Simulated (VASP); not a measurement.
# AlSn (P-6m2) in VASP: further runs, part 2 of 2

VASP 6.6.1.

## Step 3: Single point, r2SCAN

This run uses another cell than the first one, of 25.87 Å³/atom, 1.025 times its volume.

Input file POSCAR:

```
AlSn
1.0
    4.2328026644      0.0000000000      0.0000000000
   -2.1164013322      3.6657141891      0.0000000000
    0.0000000000      0.0000000000      3.3341775535
Al Sn
1 1
Direct
    0.0000000000      0.0000000000      0.0000000000
    0.3333333333      0.6666666667      0.5000000000
```

Input file INCAR.step1:

```
ALGO = Normal
EDIFF = 1E-4
ENCUT = 520
GGA = PE
ISMEAR = 1
LASPH = T
LCHARG = F
LREAL = F
LWAVE = T
NBANDS = 16
NELM = 80
PREC = Accurate
SIGMA = 0.1
```

Input file INCAR.step2:

```
ALGO = Normal
EDIFF = 1E-6
ENCUT = 520
ISIF = 2
ISMEAR = 1
ISTART = 1
LASPH = T
LCHARG = T
LELF = T
LMIXTAU = T
LREAL = F
LVHAR = T
LWAVE = F
METAGGA = R2SCAN
NBANDS = 16
NELM = 80
PREC = Accurate
SIGMA = 0.1
```

Input file KPOINTS:

```
k-points
0
Gamma
  8 8 9
```

Potentials or basis: VASP PAW PBE potentials, release 64 (Al, Sn_d).

The run is started by

```sh
> cat potpaw_PBE.64/Al/POTCAR potpaw_PBE.64/Sn_d/POTCAR > POTCAR
> cp INCAR.step1 INCAR
> mpirun -np 1 vasp_std > vasp.out
> cp INCAR.step2 INCAR
> mpirun -np 1 vasp_std > vasp.out
```

Run time: 69 s. Hardware: 1 thread of Intel Xeon 6975P-C, shared host; peak memory 0.2 GiB.

Results (log left out):

```yaml
Free_energy: -30.9172 eV
Pressure: -2.8 GPa
```

Stress tensor (GPa, compression positive):
```
-1.20  0.00  0.00
 0.00 -1.20  0.00
 0.00  0.00 -6.00
```

Levels at points of the mesh, in eV from the Fermi level:
```
           k point  band 6  band 7  band 8  band 9  band 10  band 11
(0.00, 0.00, 0.00)  -10.92   -0.36   -0.36    0.82     2.67     3.23
(0.50, 0.00, 0.00)   -9.02   -6.63   -2.01    0.74     4.55     6.76
```

Caveat: the PAW data sets were made with another functional, which shifts forces and pressure a little; spin-orbit coupling is left out, which moves the levels of the heavy elements.

## Step 4: Single point, r2SCAN

This run uses another cell than the first one, of 26.50 Å³/atom, 1.050 times its volume.

Input file POSCAR:

```
AlSn
1.0
    4.2669396439      0.0000000000      0.0000000000
   -2.1334698220      3.6952776770      0.0000000000
    0.0000000000      0.0000000000      3.3610672433
Al Sn
1 1
Direct
    0.0000000000      0.0000000000      0.0000000000
    0.3333333333      0.6666666667      0.5000000000
```

Input file INCAR.step1:

```
SYSTEM = AlSn
ALGO = Normal
EDIFF = 1E-4
ENCUT = 520
GGA = PE
ISMEAR = 1
LASPH = .TRUE.
LCHARG = .FALSE.
LREAL = .FALSE.
LWAVE = .TRUE.
NBANDS = 16
NELM = 100
PREC = Accurate
SIGMA = 0.1
```

Input file INCAR.step2:

```
SYSTEM = AlSn
ALGO = Normal
EDIFF = 1E-6
ENCUT = 520
ISIF = 2
ISMEAR = 1
ISTART = 1
LASPH = .TRUE.
LCHARG = .TRUE.
LELF = .TRUE.
LMIXTAU = .TRUE.
LREAL = .FALSE.
LVHAR = .TRUE.
LWAVE = .FALSE.
METAGGA = R2SCAN
NBANDS = 16
NELM = 100
PREC = Accurate
SIGMA = 0.1
```

Input file KPOINTS:

```
k-points
0
G
  8 8 9
  0 0 0
```

The run is started by

```sh
> cat potpaw_PBE.64/Al/POTCAR potpaw_PBE.64/Sn_d/POTCAR > POTCAR
> cp INCAR.step1 INCAR
> mpirun -np 1 vasp_std > vasp.out
> cp INCAR.step2 INCAR
> mpirun -np 1 vasp_std > vasp.out
```

Run time: 61 s. Hardware: 1 thread of Intel Xeon 6975P-C, shared host; peak memory 0.2 GiB.

It converged, with:

* Free energy: -30.8918 eV
* Pressure: -3.7 GPa

Stress tensor (GPa, compression positive):
```
-2.30  0.00  0.00
 0.00 -2.30  0.00
 0.00  0.00 -6.53
```

Levels at points of the mesh, in eV from the Fermi level:
| k point | band 4 | band 5 | band 6 | band 7 | band 8 | band 9 | band 10 | band 11 | band 12 | band 13 |
| --- | --- | --- | --- | --- | --- | --- | --- | --- | --- | --- |
| (0.00, 0.00, 0.00) | -21.98 | -21.98 | -10.76 | -0.35 | -0.35 | 0.67 | 2.61 | 3.21 | 3.21 | 5.40 |
| (0.50, 0.00, 0.00) | -21.98 | -21.96 | -8.92 | -6.52 | -1.96 | 0.73 | 4.45 | 6.63 | 7.36 | 8.10 |

Caveat: the PAW data sets were made with another functional, which shifts forces and pressure a little; spin-orbit coupling is left out, which moves the levels of the heavy elements.

## Step 5: Single point, r2SCAN

This run uses another cell than the first one, of 27.13 Å³/atom, 1.075 times its volume.

Input file POSCAR:

```
AlSn
1.0
    4.3005389773      0.0000000000      0.0000000000
   -2.1502694886      3.7243755497      0.0000000000
    0.0000000000      0.0000000000      3.3875334294
Al Sn
1 1
Direct
    0.0000000000      0.0000000000      0.0000000000
    0.3333333333      0.6666666667      0.5000000000
```

Input file INCAR.step1:

```
  PREC = Accurate
  ENCUT = 520
  ISMEAR = 1
  SIGMA = 0.1
  LREAL = F
  LASPH = T
  NELM = 80
  NBANDS = 16
  GGA = PE
  ALGO = Normal
  EDIFF = 1E-4
  LWAVE = T
  LCHARG = F
```

Input file INCAR.step2:

```
  PREC = Accurate
  ENCUT = 520
  EDIFF = 1E-6
  ISMEAR = 1
  SIGMA = 0.1
  LREAL = F
  LASPH = T
  NELM = 80
  ALGO = Normal
  ISIF = 2
  LWAVE = F
  LCHARG = F
  METAGGA = R2SCAN
  LMIXTAU = T
  NBANDS = 16
  ISTART = 1
```

Input file KPOINTS:

```
regular mesh
0
Gamma
  8 8 9
```

The run is started by

```sh
> cat potpaw_PBE.64/Al/POTCAR potpaw_PBE.64/Sn_d/POTCAR > POTCAR
> cp INCAR.step1 INCAR
> mpirun -np 1 vasp_std > vasp.out
> cp INCAR.step2 INCAR
> mpirun -np 1 vasp_std > vasp.out
```

Run time: 60 s. Hardware: 1 thread of Intel Xeon 6975P-C, shared host; peak memory 0.2 GiB.

It converged, with:

```
Free energy : -30.8599 eV
Pressure    : -4.5 GPa
```

Stress tensor (GPa, compression positive):
```
-3.28  0.00  0.00
 0.00 -3.28  0.00
 0.00  0.00 -6.83
```

Levels at points of the mesh, in eV from the Fermi level:
| k point | band 4 | band 5 | band 6 | band 7 | band 8 | band 9 | band 10 | band 11 | band 12 | band 13 |
| --- | --- | --- | --- | --- | --- | --- | --- | --- | --- | --- |
| (0.00, 0.00, 0.00) | -21.97 | -21.97 | -10.60 | -0.33 | -0.33 | 0.53 | 2.57 | 3.20 | 3.20 | 5.37 |
| (0.50, 0.00, 0.00) | -21.97 | -21.95 | -8.81 | -6.42 | -1.90 | 0.72 | 4.36 | 6.51 | 7.27 | 7.93 |

Caveat: the PAW data sets were made with another functional, which shifts forces and pressure a little; spin-orbit coupling is left out, which moves the levels of the heavy elements.

## Step 6: Single point, r2SCAN

This run uses another cell than the first one, of 27.76 Å³/atom, 1.100 times its volume.

Input file POSCAR:

```
AlSn
1.0
    4.3336213464      0.0000000000      0.0000000000
   -2.1668106732      3.7530257182      0.0000000000
    0.0000000000      0.0000000000      3.4135924030
Al Sn
1 1
Direct
    0.0000000000      0.0000000000      0.0000000000
    0.3333333333      0.6666666667      0.5000000000
```

Input file INCAR.step1:

```
PREC     = Accurate       # precision mode
ENCUT    = 520            # plane-wave cutoff, eV
ISMEAR   = 1              # smearing method
SIGMA    = 0.1            # smearing width, eV
LREAL    = F              # projectors in reciprocal space
LASPH    = T              # aspherical terms in the spheres
NELM     = 60             # most SCF steps
NBANDS   = 16             # bands
GGA      = PE             # functional
ALGO     = Normal         # electronic algorithm
EDIFF    = 1E-4           # SCF threshold, eV
LWAVE    = T              # write WAVECAR
LCHARG   = F              # write CHGCAR
```

Input file INCAR.step2:

```
PREC     = Accurate       # precision mode
ENCUT    = 520            # plane-wave cutoff, eV
EDIFF    = 1E-7           # SCF threshold, eV
ISMEAR   = 1              # smearing method
SIGMA    = 0.1            # smearing width, eV
LREAL    = F              # projectors in reciprocal space
LASPH    = T              # aspherical terms in the spheres
NELM     = 60             # most SCF steps
ALGO     = Normal         # electronic algorithm
ISIF     = 2              # what is computed and relaxed
LWAVE    = F              # write WAVECAR
LCHARG   = T              # write CHGCAR
METAGGA  = R2SCAN         # meta-GGA
LMIXTAU  = T            
LELF     = T              # ELF
LVHAR    = T            
NBANDS   = 16             # bands
ISTART   = 1
```

Input file KPOINTS:

```
Automatic mesh
0
Gamma
  8 8 9
```

Potentials or basis: VASP PAW PBE potentials, release 64 (Al, Sn_d).

The run is started by

```sh
> cat potpaw_PBE.64/Al/POTCAR potpaw_PBE.64/Sn_d/POTCAR > POTCAR
> cp INCAR.step1 INCAR
> mpirun -np 1 vasp_std > vasp.out
> cp INCAR.step2 INCAR
> mpirun -np 1 vasp_std > vasp.out
```

Run time: 70 s. Hardware: 1 thread of Intel Xeon 6975P-C, shared host; peak memory 0.2 GiB.

It converged, with:

* Free energy: -30.8225 eV
* Pressure: -5.1 GPa

Stress tensor (GPa, compression positive):
```
-4.12  0.00  0.00
 0.00 -4.12  0.00
 0.00  0.00 -7.12
```

Levels at points of the mesh, in eV from the Fermi level:
```csv
k point,band 4,band 5,band 6,band 7,band 8,band 9,band 10,band 11,band 12,band 13
"(0.00, 0.00, 0.00)",-21.95,-21.95,-10.45,-0.31,-0.31,0.39,2.52,3.20,3.20,5.34
"(0.50, 0.00, 0.00)",-21.95,-21.94,-8.71,-6.31,-1.85,0.72,4.27,6.40,7.18,7.76
```

Caveat: the PAW data sets were made with another functional, which shifts forces and pressure a little; spin-orbit coupling is left out, which moves the levels of the heavy elements.

## Step 7: Summary

```tsv
cell	gap on the mesh (eV)	pressure (GPa)
a = 4.198, b = 4.198, c = 3.307 Å, angles 90.0, 90.0, 120.0°, 2 atoms	none	-1.7
a = 4.233, b = 4.233, c = 3.334 Å, angles 90.0, 90.0, 120.0°, 2 atoms	none	-2.8
a = 4.267, b = 4.267, c = 3.361 Å, angles 90.0, 90.0, 120.0°, 2 atoms	none	-3.7
a = 4.301, b = 4.301, c = 3.388 Å, angles 90.0, 90.0, 120.0°, 2 atoms	none	-4.5
a = 4.334, b = 4.334, c = 3.414 Å, angles 90.0, 90.0, 120.0°, 2 atoms	none	-5.1
```

Alike in all rows: task single point; level r2SCAN; potentials or basis VASP PAW PBE potentials, release 64 (Al, Sn_d); no spin polarisation; k mesh 8 × 8 × 9; cutoff (eV) 520; smearing methfessel-paxton 0.1 eV.

Caveats: the PAW data sets were made with another functional, which shifts forces and pressure a little; spin-orbit coupling is left out, which moves the levels of the heavy elements.

Total energies depend on the potentials used, so only differences within one code and one set of settings carry meaning.
